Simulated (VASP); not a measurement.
# Mo (P6_3/mmc) in VASP: single point with PBE

Aim: the single point of Mo with PBE.

Everything below comes from runs of VASP 6.6.1. Logs are shortened: lines on timing, memory, paths and dates and some standing lists are left out, and cuts for length are marked.

## (1) The cell of the first run

Symmetry: P6_3/mmc, No. 194, hexagonal system. The conventional cell has a = 2.749 Å, b = 2.749 Å, c = 4.923 Å, α = 90.00°, β = 90.00°, γ = 120.00°. Within 3.6 Å of Mo (site symmetry -6m2) lie 12 Mo at 2.75 to 2.93 Å.

## (2) Single point, PBE

The input, INCAR:

```
ALGO = Normal ; EDIFF = 1E-6
ENCUT = 500 ; GGA = PE
GGA_COMPAT = False ; ISIF = 2
ISMEAR = 0 ; LASPH = True
LCHARG = True ; LELF = True
LREAL = False ; LVHAR = True
LWAVE = False ; NBANDS = 21
NELM = 120 ; PREC = Accurate
SIGMA = 0.05
```

The input, KPOINTS:

```
k-points
0
Gamma
  8 8 4
```

The input, POSCAR:

```
Mo
1.0
    2.7494746523      0.0000000000      0.0000000000
   -1.3747373262      2.3811148959      0.0000000000
    0.0000000000      0.0000000000      4.9232222101
Mo
2
Direct
    0.3333333333      0.6666666667      0.7500000000
    0.6666666667      0.3333333333      0.2500000000
```

Potentials or basis: VASP PAW PBE potentials, release 64 (Mo_sv).

Command:

```sh
> cat potpaw_PBE.64/Mo_sv/POTCAR > POTCAR
> mpirun -np 1 vasp_std > vasp.out
```

OUTCAR:

```text
EDIFF = 1E-6
   ENCUT = 500
   GGA = PE
   ISIF = 2
   ISMEAR = 0
   LASPH = True
   LREAL = False
   NELM = 120
   PREC = Accurate

 ion  position               nearest neighbor table
   1  0.333  0.667  0.750-   2 2.93   2 2.93   2 2.93   2 2.93   2 2.93   2 2.93
   2  0.667  0.333  0.250-   1 2.93   1 2.93   1 2.93   1 2.93   1 2.93   1 2.93

  LATTYP: Found a hexagonal cell.
 ALAT       =     2.7494746523
 C/A-ratio  =     1.7906046910

  Lattice vectors:

 A1 = (   2.7494746523,   0.0000000000,   0.0000000000)
 A2 = (  -1.3747373262,   2.3811148959,   0.0000000000)
 A3 = (   0.0000000000,   0.0000000000,   4.9232222101)

Analysis of symmetry for initial positions (statically):
=====================================================================
 Subroutine PRICEL returns:
 Original cell was already a primitive cell.

 Routine SETGRP: Setting up the symmetry group for a
 hexagonal supercell.

 Subroutine GETGRP returns: Found 24 space group operations
 (whereof 12 operations were pure point group operations)
 out of a pool of 24 trial point group operations.

The static configuration has the point symmetry D_3d.
 The point group associated with its full space group is D_6h.

Analysis of symmetry for dynamics (positions and initial velocities):
=====================================================================
 Subroutine PRICEL returns:
 Original cell was already a primitive cell.

 Routine SETGRP: Setting up the symmetry group for a
 hexagonal supercell.

 Subroutine GETGRP returns: Found 24 space group operations
 (whereof 12 operations were pure point group operations)
 out of a pool of 24 trial point group operations.

The dynamic configuration has the point symmetry D_3d.
 The point group associated with its full space group is D_6h.

 Subroutine INISYM returns: Found 24 space group operations
 (whereof 12 operations are pure point group operations),
 and found     1 'primitive' translations

----------------------------------------------------------------------------------------

                                     Primitive cell

  volume of cell :      32.2314

  direct lattice vectors                    reciprocal lattice vectors
     2.749474652  0.000000000  0.000000000     0.363705844  0.209985667  0.000000000
    -1.374737326  2.381114896  0.000000000     0.000000000  0.419971334  0.000000000
     0.000000000  0.000000000  4.923222210     0.000000000  0.000000000  0.203119006

  length of vectors
     2.749474652  2.749474652  4.923222210     0.419971334  0.419971334  0.203119006

  position of ions in fractional coordinates (direct lattice)
     0.333333333  0.666666667  0.750000000
     0.666666667  0.333333333  0.250000000

  ion indices of the primitive-cell ions
   primitive index   ion index
                 1           1
                 2           2

----------------------------------------------------------------------------------------

 KPOINTS: k-points

Automatic generation of k-mesh.
 Grid dimensions read from file:
 generate k-points for:    8    8    4

 Generating k-lattice:

  Cartesian coordinates                     Fractional coordinates (reciprocal lattice)
     0.045463231  0.026248208  0.000000000     0.125000000  0.000000000  0.000000000
     0.000000000  0.052496417  0.000000000     0.000000000  0.125000000  0.000000000
     0.000000000  0.000000000  0.050779751     0.000000000  0.000000000  0.250000000

  Length of vectors
     0.052496417  0.052496417  0.050779751

  Shift w.r.t. Gamma in fractional coordinates (k-lattice)
     0.000000000  0.000000000  0.000000000

 Subroutine IBZKPT returns following result:
 ===========================================

 Found     30 irreducible k-points:

 Following reciprocal coordinates:
            Coordinates               Weight
  0.000000  0.000000  0.000000      1.000000
  0.125000  0.000000  0.000000      6.000000
  0.250000  0.000000  0.000000      6.000000
  0.375000  0.000000  0.000000      6.000000
  0.500000  0.000000  0.000000      3.000000
  0.125000  0.125000  0.000000      6.000000
[... 16 lines left out ...]
  0.250000  0.000000  0.500000      6.000000
  0.375000  0.000000  0.500000      6.000000
 [... further k-points ...]
   k-points           NKPTS =     30   k-points in BZ     NKDIM =     30   number of bands    NBANDS=     21
   number of dos      NEDOS =    301   number of ions     NIONS =      2
   total plane-waves  NPLWV =  14400
   dimension x,y,z NGX =    20 NGY =   20 NGZ =   36
   dimension x,y,z NGXF=    40 NGYF=   40 NGZF=   72
   ions per type =               2
   NGX,Y,Z   is equivalent  to a cutoff of  12.09, 12.09, 12.16 a.u.
   NGXF,Y,Z  is equivalent  to a cutoff of  24.19, 24.19, 24.31 a.u.
 SYSTEM =  unknown system
   PREC   = accura    normal or accurate (medium, high low for compatibility)
   ISTART =      0    job   : 0-new  1-cont  2-samecut
   ICHARG =      2    charge: 1-file 2-atom 10-const
   ISPIN  =      1    spin polarized calculation?
   LNONCOLLINEAR =      F non collinear calculations
   LSORBIT =      F    spin-orbit coupling
   LASPH  =      T    aspherical Exc in radial PAW
   ENCUT  =  500.0 eV  36.75 Ry    6.06 a.u.   5.01  5.01  8.98*2*pi/ulx,y,z
   NELM   =    120;   NELMIN=  2; NELMDL= -5     # of ELM steps
   EDIFF  = 0.1E-05   stopping-criterion for ELM
   LREAL  =      F    real-space projection
   EDIFFG = 0.1E-04   stopping-criterion for IOM
   NSW    =      0    number of steps for IOM
   IBRION =     -1    ionic relax: 0-MD 1-quasi-New 2-CG
   NFREE  =      0    steps in history (QN), initial steepest desc. (CG)
   ISIF   =      2    stress and relaxation
   ISYM   =      2    0-nonsym 1-usesym 2-fastsym
   POTIM  = 0.5000    time-step for ionic-motion
   TEBEG  =    0.0;   TEEND  =   0.0 temperature during run
   PSTRESS=    0.0 pullay stress
   NELECT =      28.0000    total number of electrons
   NUPDOWN=      -1.0000    fix difference up-down
   EMIN   =  10.00;   EMAX   =-10.00  energy-range for DOS
   EFERMI =   0.00;   METHOD = LEGACY
   ISMEAR =     0;   SIGMA  =   0.05  broadening in eV -4-tet -1-fermi 0-gaus
   EFERMI_NEDOS =   21; number of points for ismear=-14 and -15
   IALGO  =     38    algorithm
   IMIX   =      4    mixing-type and parameters
     AMIX     =   0.40;   BMIX     =  1.00
     AMIX_MAG =   1.60;   BMIX_MAG =  1.00
  volume/ion in A,a.u.               =      16.12       108.75
  Fermi-wavevector in a.u.,A,eV,Ry     =   1.562072  2.951888 33.199147  2.440068
  Thomas-Fermi vector in A             =   2.665044
   LORBIT       =      0    0 simple, 1 ext, 2 COOP (PROOUT), +10 PAW based schemes
   GGA     = PE    functional components
   LHFCALC =     F    Hartree Fock is set to
   AEXX    =    0.0000 exact exchange contribution
   IVDW    =     0    specifies the selected vdW correction
   LEPSILON=     F    determine dielectric tensor
   LRPA    =     F    only Hartree local field effects (RPA)
 non-spin polarized calculation
 Gauss-broadening in eV      SIGMA  =   0.05
  energy-cutoff  :      500.00
  volume of cell :       32.23
 maximum number of plane-waves:       832
 NGX is ok and might be reduce to    20
   NGX =  9   NGY =  9   NGZ = 17

 number of electron      27.9999992 magnetization

 Free energy of the ion-electron system (eV)
  ---------------------------------------------------
  ext. energy  EPLUGINS =         0.00000000
  ---------------------------------------------------
  free energy    TOTEN  =       -21.02738021 eV

  energy without entropy =      -21.02339507  energy(sigma->0) =      -21.02538764

 E-fermi :  11.7756     XC(G=0): -13.1933

 val. band max:       11.7490488805   @ k =   0.1250   0.0000   0.0000
 cond. band min:      11.7831983189   @ k =   0.3750   0.1250   0.5000
 fundamental gap:      0.0341494384
 Fermi energy:        11.7755843759

 k-point     1 :       0.0000    0.0000    0.0000
  band No.  band energies     occupation
      1     -49.0353      2.00000
      2     -48.8855      2.00000
      3     -23.6084      2.00000
      4     -22.5894      2.00000
      5     -22.3577      2.00000
      6     -22.3577      2.00000
[... 13 lines left out ...]
     20      15.1714      0.00000
     21      21.3165      0.00000

 k-point     2 :       0.1250    0.0000    0.0000
  band No.  band energies     occupation
      1     -49.0006      2.00000
      2     -48.8607      2.00000
      3     -23.5464      2.00000
      4     -22.5958      2.00000
      5     -22.5539      2.00000
      6     -22.4557      2.00000
[... 13 lines left out ...]
     20      16.8102      0.00000
     21      21.2088      0.00000

 k-point     3 :       0.2500    0.0000    0.0000
  band No.  band energies     occupation
      1     -48.9140      2.00000
      2     -48.8020      2.00000
      3     -23.3828      2.00000
      4     -23.0187      2.00000
      5     -22.9095      2.00000
      6     -22.6242      2.00000
[... 13 lines left out ...]
     20      19.3082      0.00000
     21      20.8748      0.00000

 k-point     4 :       0.3750    0.0000    0.0000
  band No.  band energies     occupation
      1     -48.8209      2.00000
      2     -48.7477      2.00000
      3     -23.4697      2.00000
      4     -23.3384      2.00000
      5     -23.1814      2.00000
      6     -22.6884      2.00000
[... 13 lines left out ...]
     20      20.6481      0.00000
     21      21.4695      0.00000

 k-point     5 :       0.5000    0.0000    0.0000
  band No.  band energies     occupation
      1     -48.7776      2.00000
      2     -48.7293      2.00000
      3     -23.6521      2.00000
      4     -23.5103      2.00000
      5     -23.0676      2.00000
      6     -22.7449      2.00000
[... 13 lines left out ...]
     20      19.0304      0.00000
     21      22.4167      0.00000

 k-point     6 :       0.1250    0.1250    0.0000
  band No.  band energies     occupation
      1     -48.9399      2.00000
      2     -48.8189      2.00000
      3     -23.4334      2.00000
      4     -22.8368      2.00000
      5     -22.7955      2.00000
      6     -22.6134      2.00000
[... 13 lines left out ...]
     20      18.7526      0.00000
     21      21.0033      0.00000

 k-point     7 :       0.2500    0.1250    0.0000
  band No.  band energies     occupation
      1     -48.8494      2.00000
      2     -48.7627      2.00000
      3     -23.2551      2.00000
      4     -23.2479      2.00000
      5     -23.1739      2.00000
      6     -22.6685      2.00000
[... 13 lines left out ...]
     20      21.0094      0.00000
     21      21.1561      0.00000
[... 291 lines left out ...]
      1     -48.7390      2.00000
      2     -48.7246      2.00000
      3     -23.4462      2.00000
      4     -23.3641      2.00000
      5     -23.1228      2.00000
      6     -22.9917      2.00000
[... 13 lines left out ...]
     20      20.5161      0.00000
     21      22.4894      0.00000

 k-point    21 :       0.0000    0.0000    0.5000
  band No.  band energies     occupation
      1     -48.9610      2.00000
      2     -48.9610      2.00000
      3     -23.1127      2.00000
      4     -23.1127      2.00000
      5     -22.3083      2.00000
      6     -22.3083      2.00000
[... 13 lines left out ...]
     20      14.5277      0.00000
     21      24.6890      0.00000

 k-point    22 :       0.1250    0.0000    0.5000
  band No.  band energies     occupation
      1     -48.9311      2.00000
      2     -48.9311      2.00000
      3     -23.1001      2.00000
      4     -23.1001      2.00000
      5     -22.4866      2.00000
      6     -22.4866      2.00000
[... 13 lines left out ...]
     20      14.5685      0.00000
     21      25.3704      0.00000

 k-point    23 :       0.2500    0.0000    0.5000
  band No.  band energies     occupation
      1     -48.8583      2.00000
      2     -48.8583      2.00000
      3     -23.1703      2.00000
      4     -23.1703      2.00000
      5     -22.8005      2.00000
      6     -22.8005      2.00000
[... 13 lines left out ...]
     20      14.7995      0.00000
     21      25.5575      0.00000

 k-point    24 :       0.3750    0.0000    0.5000
  band No.  band energies     occupation
      1     -48.7844      2.00000
      2     -48.7844      2.00000
      3     -23.4969      2.00000
      4     -23.4969      2.00000
      5     -22.8383      2.00000
      6     -22.8383      2.00000
[... 13 lines left out ...]
     20      15.5442      0.00000
     21      24.2881      0.00000

 [... further k-points ...]
[... 5 lines left out ...]
  --------------------------------------------------------------------------------------
  -------------------------------------------------------------------------------------
  Total        0.1025447      0.1025447      0.0761095     -0.0000000     -0.0000000      0.0000000
  in kB        5.0973457      5.0973457      3.7832921     -0.0000000     -0.0000000      0.0000000
  external PRESSURE =       4.6593279 kB  Pullay stress =       0.0000000 kB

 VOLUME and BASIS-vectors are now :
 -----------------------------------------------------------------------------
  energy-cutoff  :      500.00
  volume of cell :       32.23
      direct lattice vectors                 reciprocal lattice vectors
     2.749474652  0.000000000  0.000000000     0.363705844  0.209985667  0.000000000
    -1.374737326  2.381114896  0.000000000     0.000000000  0.419971334  0.000000000
     0.000000000  0.000000000  4.923222210     0.000000000  0.000000000  0.203119006

 POSITION                                       TOTAL-FORCE (eV/Angst)
 -----------------------------------------------------------------------------------
     -0.00000      1.58741      3.69242         0.000000      0.000000      0.000000
      1.37474      0.79370      1.23081        -0.000000      0.000000      0.000000
 -----------------------------------------------------------------------------------
    total drift:                               -0.000000      0.000000     -0.000000

  FREE ENERGIE OF THE ION-ELECTRON SYSTEM (eV)
  ---------------------------------------------------
  free  energy   TOTEN  =       -21.0273802058 eV

  energy  without entropy=      -21.0233950726  energy(sigma->0) =      -21.02538764
```

Wall time 6.8 s (1 thread of Intel Xeon 6975P-C (Granite Rapids), shared host); peak memory 0.14 GiB.

Results:

```yaml
Free_energy: -21.0274 eV
Pressure: 0.5 GPa
Band_gap_on_the_k_mesh: zero (band 14 reaches 13.07 eV, above the bottom of band 15 at 11.24 eV)
```

Stress tensor (GPa, compression positive):
```
0.51 0.00 0.00
0.00 0.51 0.00
0.00 0.00 0.38
```
